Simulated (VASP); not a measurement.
# Cs (Immm) in VASP: single point with LDA

Aim: the single point of Cs with LDA.

All numbers are computed with VASP 6.6.1; they aren't measurements. Logs are shortened: lines on timing, memory, paths and dates and some standing lists are left out, and cuts for length are marked.

## 1. The cell of the first run

It takes space group Immm (No. 71, orthorhombic). Conventional cell: a = 5.532 Å, b = 5.636 Å, c = 7.897 Å, α = 90.00°, β = 90.00°, γ = 90.00°.

## 2. Single point, LDA (strain +0.0187 x Voigt [0, 0, 0, 0, 1, 0])

The input, INCAR:

```
SYSTEM = Cs
ALGO = Fast
EDIFF = 1E-7
ENCUT = 520
ISIF = 2
ISMEAR = 0
LASPH = .True.
LCHARG = .False.
LREAL = .False.
LWAVE = .False.
NBANDS = 10
NELM = 100
PREC = Accurate
SIGMA = 0.15
```

The input, KPOINTS:

```
k-points
0
Gamma
  10 10 10
  0 0 0
```

The input, POSCAR:

```
Cs
1.0
    0.0369169392      3.9483357400      3.9483357400
    3.9852526792      0.0000000000      3.9852526792
    3.9483357400      3.9483357400      0.0369169392
Cs
1
Direct
    0.0000000000      0.0000000000      0.0000000000
```

Potentials or basis: VASP PAW LDA potentials, release 64 (Cs_sv).

On the command line:

```bash
$ cat potpaw_LDA.64/Cs_sv/POTCAR > POTCAR
$ mpirun -np 1 vasp_std > vasp.out
```

OUTCAR:

```text
SYSTEM = Cs
   EDIFF = 1E-7
   ENCUT = 520
   ISIF = 2
   ISMEAR = 0
   LASPH = .True.
   LREAL = .False.
   NELM = 100
   PREC = Accurate

 ion  position               nearest neighbor table
   1  0.000  0.000  0.000-

  LATTYP: Found a body centered orthorhombic cell.
 ALAT       =     5.5315815162
 B/A-ratio  =     1.0188764952
 C/A-ratio  =     1.4275612602

  Lattice vectors:

 A1 = (   0.0369169392,  -3.9483357400,   3.9483357400)
 A2 = (  -0.0369169392,  -3.9483357400,  -3.9483357400)
 A3 = (   3.9483357400,   3.9483357400,   0.0369169392)

Analysis of symmetry for initial positions (statically):
=====================================================================
 Subroutine PRICEL returns:
 Original cell was already a primitive cell.

 Routine SETGRP: Setting up the symmetry group for a
 body centered orthorhombic supercell.

 Subroutine GETGRP returns: Found  8 space group operations
 (whereof  8 operations were pure point group operations)
 out of a pool of  8 trial point group operations.

The static configuration has the point symmetry D_2h.

Analysis of symmetry for dynamics (positions and initial velocities):
=====================================================================
 Subroutine PRICEL returns:
 Original cell was already a primitive cell.

 Routine SETGRP: Setting up the symmetry group for a
 body centered orthorhombic supercell.

 Subroutine GETGRP returns: Found  8 space group operations
 (whereof  8 operations were pure point group operations)
 out of a pool of  8 trial point group operations.

The dynamic configuration has the point symmetry D_2h.

 Subroutine INISYM returns: Found  8 space group operations
 (whereof  8 operations are pure point group operations),
 and found     1 'primitive' translations

----------------------------------------------------------------------------------------

                                     Primitive cell

  volume of cell :     123.0933

  direct lattice vectors                    reciprocal lattice vectors
     0.036916939  3.948335740  3.948335740    -0.127830853  0.126635634  0.127830853
     3.985252679  0.000000000  3.985252679     0.125462559 -0.126635634  0.125462559
     3.948335740  3.948335740  0.036916939     0.127830853  0.126635634 -0.127830853

  length of vectors
     5.583911988  5.635998388  5.583911988     0.220721629  0.217986906  0.220721629

  position of ions in fractional coordinates (direct lattice)
[... 83 lines left out ...]
   ISIF   =      2    stress and relaxation
   ISYM   =      2    0-nonsym 1-usesym 2-fastsym
   POTIM  = 0.5000    time-step for ionic-motion
   TEBEG  =    0.0;   TEEND  =   0.0 temperature during run
   PSTRESS=    0.0 pullay stress
   NELECT =       9.0000    total number of electrons
   NUPDOWN=      -1.0000    fix difference up-down
   EMIN   =  10.00;   EMAX   =-10.00  energy-range for DOS
   EFERMI =   0.00;   METHOD = LEGACY
   ISMEAR =     0;   SIGMA  =   0.15  broadening in eV -4-tet -1-fermi 0-gaus
   EFERMI_NEDOS =   21; number of points for ismear=-14 and -15
   IALGO  =     68    algorithm
   IMIX   =      4    mixing-type and parameters
     AMIX     =   0.40;   BMIX     =  1.00
     AMIX_MAG =   1.60;   BMIX_MAG =  1.00
  volume/ion in A,a.u.               =     123.09       830.67
  Fermi-wavevector in a.u.,A,eV,Ry     =   0.684559  1.293629  6.375977  0.468621
  Thomas-Fermi vector in A             =   1.764247
   LORBIT       =      0    0 simple, 1 ext, 2 COOP (PROOUT), +10 PAW based schemes
   GGA     = CA    functional components
   LHFCALC =     F    Hartree Fock is set to
   AEXX    =    0.0000 exact exchange contribution
   IVDW    =     0    specifies the selected vdW correction
   LEPSILON=     F    determine dielectric tensor
   LRPA    =     F    only Hartree local field effects (RPA)
 non-spin polarized calculation
 RMM-DIIS sequential band-by-band and
 Gauss-broadening in eV      SIGMA  =   0.15
  energy-cutoff  :      520.00
  volume of cell :      123.09
 maximum number of plane-waves:      3341
 NGX is ok and might be reduce to    42
   NGX = 21   NGY = 21   NGZ = 21

 number of electron       9.0000001 magnetization

 Free energy of the ion-electron system (eV)
  ---------------------------------------------------
  ext. energy  EPLUGINS =         0.00000000
  ---------------------------------------------------
  free energy    TOTEN  =        -0.96023096 eV

  energy without entropy =       -0.94509394  energy(sigma->0) =       -0.95266245

 E-fermi :   0.1145     XC(G=0):  -5.3703

 val. band max:        0.1020485282   @ k =   0.5000   0.0000  -0.0000
 cond. band min:       0.1176763702   @ k =   0.3000   0.5000   0.1000
 fundamental gap:      0.0156278420
 Fermi energy:         0.1144822937

 k-point     1 :       0.0000    0.0000    0.0000
  band No.  band energies     occupation
      1     -23.7373      2.00000
      2     -10.4846      2.00000
      3     -10.4830      2.00000
      4     -10.4811      2.00000
      5      -1.4884      2.00000
      6       2.4239      0.00000
      7       2.4724      0.00000
      8       2.5263      0.00000
      9       3.4766      0.00000
     10       3.4767      0.00000
[... 287 lines left out ...]
 k-point    24 :      -0.3000    0.2000   -0.0000
  band No.  band energies     occupation
      1     -23.7329      2.00000
      2     -10.5673      2.00000
      3     -10.5248      2.00000
      4     -10.4987      2.00000
      5      -0.0458      1.86913
      6       1.3514      0.00000
      7       1.7801      0.00000
      8       2.6730      0.00000
      9       3.4140      0.00000
     10       4.1217      0.00000

 [... further k-points ...]

------------------------ aborting loop because EDIFF is reached ----------------------------------------

  FORCE on cell =-STRESS in cart. coord.  units (eV):
  Direction    XX          YY          ZZ          XY          YZ          ZX
  --------------------------------------------------------------------------------------
  -------------------------------------------------------------------------------------
  Total       -0.3103936     -0.3105572     -0.3103936     -0.0000000     -0.0000000     -0.0122274
  in kB       -4.0400722     -4.0422012     -4.0400722     -0.0000000     -0.0000000     -0.1591510
  external PRESSURE =      -4.0407819 kB  Pullay stress =       0.0000000 kB

 VOLUME and BASIS-vectors are now :
 -----------------------------------------------------------------------------
  energy-cutoff  :      520.00
  volume of cell :      123.09
      direct lattice vectors                 reciprocal lattice vectors
     0.036916939  3.948335740  3.948335740    -0.127830853  0.126635634  0.127830853
     3.985252679  0.000000000  3.985252679     0.125462559 -0.126635634  0.125462559
     3.948335740  3.948335740  0.036916939     0.127830853  0.126635634 -0.127830853

 POSITION                                       TOTAL-FORCE (eV/Angst)
 -----------------------------------------------------------------------------------
      0.00000      0.00000      0.00000        -0.000000      0.000000     -0.000000
 -----------------------------------------------------------------------------------
    total drift:                               -0.000000     -0.000000     -0.000000

  FREE ENERGIE OF THE ION-ELECTRON SYSTEM (eV)
  ---------------------------------------------------
  free  energy   TOTEN  =        -0.9602309579 eV

  energy  without entropy=       -0.9450939440  energy(sigma->0) =       -0.95266245
```

stdout:

```text
POSCAR found type information on POSCAR Cs
 POSCAR found :  1 types and       1 ions
 scaLAPACK will be used
 LDA part: xc-table for (Slater(with rela. corr.)+CA(PZ))
 , standard interpolation
 POSCAR, INCAR and KPOINTS ok, starting setup
 FFT: planning ... GRIDC
 FFT: planning ... GRID_SOFT
 FFT: planning ... GRID
 WAVECAR not read
 entering main loop
```

It took 80 s on 1 thread of AMD EPYC 9R45 (Zen 5), shared host; peak memory 0.31 GiB.

Results:

```
Free energy            : -0.9602 eV
Pressure               : -0.4 GPa
Band gap on the k mesh : zero (an odd number of electrons rules out a gap without spin polarisation)
```

Levels at points of the mesh, in eV from the Fermi level:
| k point | band 3 | band 4 | band 5 | band 6 | band 7 | band 8 |
| --- | --- | --- | --- | --- | --- | --- |
| (0.00, 0.00, 0.00) | -10.60 | -10.60 | -1.60 | 2.31 | 2.36 | 2.41 |
| (0.50, 0.00, 0.00) | -10.61 | -10.61 | -0.01 | 0.81 | 2.19 | 2.26 |
| (0.00, 0.50, 0.00) | -10.61 | -10.61 | -0.05 | 0.76 | 2.22 | 2.29 |
| (0.50, 0.50, 0.00) | -10.64 | -10.64 | 0.34 | 1.07 | 1.38 | 3.84 |
| (0.50, 0.00, 0.50) | -10.64 | -10.63 | 0.34 | 1.07 | 1.38 | 3.75 |

Caveat: the cell differs from its parent crystal (strain +0.0187 x Voigt [0, 0, 0, 0, 1, 0]); spin-orbit coupling is left out, which moves the levels of the heavy elements.
